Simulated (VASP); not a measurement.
# Mg: single point with PBE

The system is Mg.

```
CELL_PARAMETERS angstrom
2.98102 0.00000 0.00000
-1.49051 2.58164 0.00000
0.00000 0.00000 2.93707
ATOMIC_POSITIONS crystal
Mg 0.00000 0.00000 0.00000
```

```json
{
  "Program": "VASP 6.6.1",
  "Task": "single point",
  "Functional": "PBE",
  "Potentials or basis": "VASP PAW PBE potentials, release 64 (Mg)",
  "Cutoff": "520 eV",
  "k mesh": "14 × 14 × 13",
  "Occupations": "fermi-dirac, width 0.1 eV",
  "Spin": "no spin polarisation",
  "Dipole correction": "no",
  "Further INCAR settings": "ALGO = Normal; EDIFF = 1e-07; NBANDS = 7"
}
```

| Quantity | Value |
| --- | --- |
| Pressure | 4.2 GPa |
| Band gap on the k mesh | zero (band 1 reaches 5.35 eV, above the bottom of band 2 at 0.67 eV) |

Levels at points of the mesh, in eV from the Fermi level:
```tsv
k point	band 1	band 2	band 3	band 4
(0.00, 0.00, 0.00)	-7.00	8.45	9.57	12.95
(0.50, 0.00, 0.00)	-1.75	-1.21	8.49	9.00
```

It took 29 s on 1 thread of AMD EPYC 7R13 Processor (Zen 3), on a shared host, peak memory 0.12 GiB.
